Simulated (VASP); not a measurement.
# MgS (a) (F-43m) in VASP: notebook

MgS (a) is run at these levels: PBEsol; tasks: single point.

Program: VASP 6.6.1. These are calculated values, not measurements. Logs are shortened: lines on timing, memory, paths and dates and some standing lists are left out, and cuts for length are marked.

## 1. The cell of the first run

It takes space group F-43m (No. 216, cubic). Conventional cell: a = 5.652 Å, b = 5.652 Å, c = 5.652 Å, α = 90.00°, β = 90.00°, γ = 90.00°. Mg (site symmetry -43m) has 4 S at 2.45 Å within 3.2 Å. Within 3.2 Å of S (site symmetry -43m) lie 4 Mg at 2.45 Å.

## 2. Single point, PBEsol

The input, INCAR:

```
PREC = Accurate
ENCUT = 600
EDIFF = 1E-6
ISMEAR = 0
SIGMA = 0.02
LREAL = False
LASPH = True
NELM = 120
ALGO = Normal
ISIF = 2
LWAVE = False
LCHARG = False
GGA = PS
NBANDS = 11
GGA_COMPAT = False
```

The input, KPOINTS:

```
regular mesh
0
Gamma
  8 8 8
```

The input, POSCAR:

```
MgS
1.0
    0.0000000000      2.8258920507      2.8258920507
    2.8258920507      0.0000000000      2.8258920507
    2.8258920507      2.8258920507      0.0000000000
Mg S
1 1
Direct
    0.0000000000      0.0000000000      0.0000000000
    0.2500000000      0.2500000000      0.2500000000
```

Potentials or basis: VASP PAW PBE potentials, release 64 (Mg, S).

Started as:

```bash
$ cat potpaw_PBE.64/Mg/POTCAR potpaw_PBE.64/S/POTCAR > POTCAR
$ mpirun -np 1 vasp_std > vasp.out
```

OUTCAR:

```text
PREC = Accurate
   ENCUT = 600
   EDIFF = 1E-6
   ISMEAR = 0
   LREAL = False
   LASPH = True
   NELM = 120
   ISIF = 2
   GGA = PS

 ion  position               nearest neighbor table
   1  0.000  0.000  0.000-   2 2.45   2 2.45   2 2.45   2 2.45
   2  0.250  0.250  0.250-   1 2.45   1 2.45   1 2.45   1 2.45

  LATTYP: Found a face centered cubic cell.
 ALAT       =     5.6517841014

  Lattice vectors:

 A1 = (   0.0000000000,   2.8258920507,   2.8258920507)
 A2 = (   2.8258920507,   0.0000000000,   2.8258920507)
 A3 = (   2.8258920507,   2.8258920507,   0.0000000000)

Analysis of symmetry for initial positions (statically):
=====================================================================
 Subroutine PRICEL returns:
 Original cell was already a primitive cell.

 Routine SETGRP: Setting up the symmetry group for a
 face centered cubic supercell.

 Subroutine GETGRP returns: Found 24 space group operations
 (whereof 24 operations were pure point group operations)
 out of a pool of 48 trial point group operations.

The static configuration has the point symmetry T_d .

Analysis of symmetry for dynamics (positions and initial velocities):
=====================================================================
 Subroutine PRICEL returns:
 Original cell was already a primitive cell.

 Routine SETGRP: Setting up the symmetry group for a
 face centered cubic supercell.

 Subroutine GETGRP returns: Found 24 space group operations
 (whereof 24 operations were pure point group operations)
 out of a pool of 48 trial point group operations.

The dynamic configuration has the point symmetry T_d .

 Subroutine INISYM returns: Found 24 space group operations
 (whereof 24 operations are pure point group operations),
 and found     1 'primitive' translations

----------------------------------------------------------------------------------------

                                     Primitive cell

  volume of cell :      45.1333

  direct lattice vectors                    reciprocal lattice vectors
     0.000000000  2.825892051  2.825892051    -0.176935280  0.176935280  0.176935280
     2.825892051  0.000000000  2.825892051     0.176935280 -0.176935280  0.176935280
     2.825892051  2.825892051  0.000000000     0.176935280  0.176935280 -0.176935280

  length of vectors
     3.996414864  3.996414864  3.996414864     0.306460894  0.306460894  0.306460894

  position of ions in fractional coordinates (direct lattice)
     0.000000000  0.000000000  0.000000000
[... 81 lines left out ...]
   NSW    =      0    number of steps for IOM
   IBRION =     -1    ionic relax: 0-MD 1-quasi-New 2-CG
   NFREE  =      0    steps in history (QN), initial steepest desc. (CG)
   ISIF   =      2    stress and relaxation
   ISYM   =      2    0-nonsym 1-usesym 2-fastsym
   POTIM  = 0.5000    time-step for ionic-motion
   TEBEG  =    0.0;   TEEND  =   0.0 temperature during run
   PSTRESS=    0.0 pullay stress
   NELECT =       8.0000    total number of electrons
   NUPDOWN=      -1.0000    fix difference up-down
   EMIN   =  10.00;   EMAX   =-10.00  energy-range for DOS
   EFERMI =   0.00;   METHOD = LEGACY
   ISMEAR =     0;   SIGMA  =   0.02  broadening in eV -4-tet -1-fermi 0-gaus
   EFERMI_NEDOS =   21; number of points for ismear=-14 and -15
   IALGO  =     38    algorithm
   IMIX   =      4    mixing-type and parameters
     AMIX     =   0.40;   BMIX     =  1.00
     AMIX_MAG =   1.60;   BMIX_MAG =  1.00
  volume/ion in A,a.u.               =      22.57       152.29
  Fermi-wavevector in a.u.,A,eV,Ry     =   0.919615  1.737820 11.506328  0.845691
  Thomas-Fermi vector in A             =   2.044828
   LORBIT       =      0    0 simple, 1 ext, 2 COOP (PROOUT), +10 PAW based schemes
   GGA     = PS    functional components
   LHFCALC =     F    Hartree Fock is set to
   AEXX    =    0.0000 exact exchange contribution
   IVDW    =     0    specifies the selected vdW correction
   LEPSILON=     F    determine dielectric tensor
   LRPA    =     F    only Hartree local field effects (RPA)
 non-spin polarized calculation
 Gauss-broadening in eV      SIGMA  =   0.02
  energy-cutoff  :      600.00
  volume of cell :       45.13
 maximum number of plane-waves:      1540
   NGX = 15   NGY = 15   NGZ = 15

 number of electron       8.0000000 magnetization

 Free energy of the ion-electron system (eV)
  ---------------------------------------------------
  ext. energy  EPLUGINS =         0.00000000
  ---------------------------------------------------
  free energy    TOTEN  =        -8.91806451 eV

  energy without entropy =       -8.91806451  energy(sigma->0) =       -8.91806451

 E-fermi :   1.1628     XC(G=0):  -8.5974

 val. band max:        1.0344307168   @ k =   0.0000   0.0000   0.0000
 cond. band min:       4.3566552714   @ k =   0.0000   0.0000   0.0000
 fundamental gap:      3.3222245547
 Fermi energy:         1.1627831371

 k-point     1 :       0.0000    0.0000    0.0000
  band No.  band energies     occupation
      1     -10.2524      2.00000
      2       1.0344      2.00000
      3       1.0344      2.00000
      4       1.0344      2.00000
      5       4.3567      0.00000
      6       8.9208      0.00000
      7       8.9208      0.00000
      8       8.9208      0.00000
      9      11.8293      0.00000
     10      11.8293      0.00000
     11      14.6249      0.00000
[... 309 lines left out ...]
 k-point    24 :      -0.3750    0.2500    0.1250
  band No.  band energies     occupation
      1      -9.4371      2.00000
      2      -1.8052      2.00000
      3      -0.2939      2.00000
      4       0.3719      2.00000
      5       6.9663      0.00000
      6       7.4295      0.00000
      7       9.7142      0.00000
      8       9.8088      0.00000
      9      12.3724      0.00000
     10      13.7892      0.00000
     11      15.2107      0.00000

 [... further k-points ...]
[... 5 lines left out ...]
  --------------------------------------------------------------------------------------
  -------------------------------------------------------------------------------------
  Total       -0.0202178     -0.0202178     -0.0202178     -0.0000000     -0.0000000     -0.0000000
  in kB       -0.7177089     -0.7177089     -0.7177089     -0.0000000     -0.0000000     -0.0000000
  external PRESSURE =      -0.7177089 kB  Pullay stress =       0.0000000 kB

 VOLUME and BASIS-vectors are now :
 -----------------------------------------------------------------------------
  energy-cutoff  :      600.00
  volume of cell :       45.13
      direct lattice vectors                 reciprocal lattice vectors
     0.000000000  2.825892051  2.825892051    -0.176935280  0.176935280  0.176935280
     2.825892051  0.000000000  2.825892051     0.176935280 -0.176935280  0.176935280
     2.825892051  2.825892051  0.000000000     0.176935280  0.176935280 -0.176935280

 POSITION                                       TOTAL-FORCE (eV/Angst)
 -----------------------------------------------------------------------------------
      0.00000      0.00000      0.00000         0.000000     -0.000000     -0.000000
      1.41295      1.41295      1.41295        -0.000000      0.000000      0.000000
 -----------------------------------------------------------------------------------
    total drift:                               -0.000000     -0.000000     -0.000000

  FREE ENERGIE OF THE ION-ELECTRON SYSTEM (eV)
  ---------------------------------------------------
  free  energy   TOTEN  =        -8.9180645122 eV

  energy  without entropy=       -8.9180645122  energy(sigma->0) =       -8.91806451
```

OSZICAR:

```text
N       E                     dE             d eps       ncg     rms          rms(c)
DAV:   1     0.261168931521E+02    0.26117E+02   -0.36635E+03   646   0.646E+02
DAV:   2    -0.717235776094E+01   -0.33289E+02   -0.31642E+02   748   0.102E+02
DAV:   3    -0.938305099566E+01   -0.22107E+01   -0.22066E+01   805   0.288E+01
DAV:   4    -0.940134830803E+01   -0.18297E-01   -0.18295E-01   753   0.315E+00
DAV:   5    -0.940156463452E+01   -0.21633E-03   -0.21632E-03   797   0.343E-01    0.374E+00
DAV:   6    -0.895619382877E+01    0.44537E+00   -0.10953E+00   692   0.384E+00    0.272E+00
DAV:   7    -0.891685993042E+01    0.39334E-01   -0.23129E-01   754   0.191E+00    0.205E+00
DAV:   8    -0.891868693719E+01   -0.18270E-02   -0.14899E-02   722   0.739E-01    0.105E+00
DAV:   9    -0.891797735866E+01    0.70958E-03   -0.18277E-03   737   0.213E-01    0.359E-01
DAV:  10    -0.891805260752E+01   -0.75249E-04   -0.23259E-04   740   0.741E-02    0.314E-02
DAV:  11    -0.891806512860E+01   -0.12521E-04   -0.12257E-05   746   0.184E-02    0.514E-02
DAV:  12    -0.891806451219E+01    0.61641E-06   -0.13757E-06   769   0.513E-03
   1 F= -.89180645E+01 E0= -.89180645E+01  d E =-.857994E-22
```

stdout:

```text
POSCAR found type information on POSCAR MgS
 POSCAR found :  2 types and       2 ions
 scaLAPACK will be used
 -----------------------------------------------------------------------------
|                                                                             |
|                                                                             |
|     You enforced a specific xc type in the INCAR file but a different       |
|     I HOPE YOU KNOW WHAT YOU ARE DOING!                                     |
|                                                                             |
 -----------------------------------------------------------------------------

 LDA part: xc-table for (Slater+PW92), standard interpolation
 POSCAR, INCAR and KPOINTS ok, starting setup
 FFT: planning ... GRIDC
 FFT: planning ... GRID_SOFT
 FFT: planning ... GRID
 WAVECAR not read
 entering main loop
```

Wall time 13 s (1 thread of Intel Xeon Platinum 8488C (Sapphire Rapids), shared host); peak memory 0.18 GiB.

What came out:

| Quantity | Value |
| --- | --- |
| Free energy | -8.9181 eV |
| Pressure | -0.1 GPa |
| Band gap on the k mesh | 3.32 eV, direct |

Levels at points of the mesh, in eV from the valence-band top:
```tsv
k point	band 2	band 3	band 4	band 5	band 6	band 7
(0.00, 0.00, 0.00)	0.00	0.00	0.00	3.32	7.89	7.89
(0.50, 0.00, 0.00)	-3.20	-0.33	-0.33	5.01	7.55	7.55
(0.50, 0.50, 0.00)	-2.87	-1.06	-1.06	3.71	5.55	11.08
```

Caveat: the PAW data sets were made with another functional, which shifts forces and pressure a little. A k mesh can miss the band edges.

## 3. Single point, PBEsol

The input, INCAR:

```
SYSTEM = MgS
  PREC = Accurate
  ENCUT = 600
  EDIFF = 1E-6
  ISMEAR = 0
  SIGMA = 0.02
  LREAL = .FALSE.
  LASPH = .TRUE.
  NELM = 120
  ALGO = Normal
  ISIF = 2
  LWAVE = .FALSE.
  LCHARG = .TRUE.
  GGA = PS
  LELF = .TRUE.
  LVHAR = .TRUE.
  NBANDS = 11
  GGA_COMPAT = .FALSE.
```

The input, KPOINTS:

```
Automatic mesh
0
G
  8 8 8
  0 0 0
```

POSCAR is that of step 2.

Potentials or basis: VASP PAW PBE potentials, release 64 (Mg, S).

Started as:

```bash
$ cat potpaw_PBE.64/Mg/POTCAR potpaw_PBE.64/S/POTCAR > POTCAR
$ mpirun -np 1 vasp_std > vasp.out
```

It took 15 s on 1 thread of Intel Xeon Platinum 8488C (Sapphire Rapids), shared host; peak memory 0.17 GiB.

Results (log left out):

```
Free energy            : -8.9181 eV
Pressure               : -0.1 GPa
Band gap on the k mesh : 3.32 eV, direct
```

Levels at points of the mesh, in eV from the valence-band top:
| k point | band 1 | band 2 | band 3 | band 4 | band 5 | band 6 | band 7 | band 8 |
| --- | --- | --- | --- | --- | --- | --- | --- | --- |
| (0.00, 0.00, 0.00) | -11.29 | 0.00 | 0.00 | 0.00 | 3.32 | 7.89 | 7.89 | 7.89 |
| (0.50, 0.00, 0.00) | -10.59 | -3.20 | -0.33 | -0.33 | 5.01 | 7.55 | 7.55 | 8.45 |
| (0.50, 0.50, 0.00) | -10.36 | -2.87 | -1.06 | -1.06 | 3.71 | 5.55 | 11.08 | 12.20 |

Caveat: the PAW data sets were made with another functional, which shifts forces and pressure a little. A k mesh can miss the band edges.
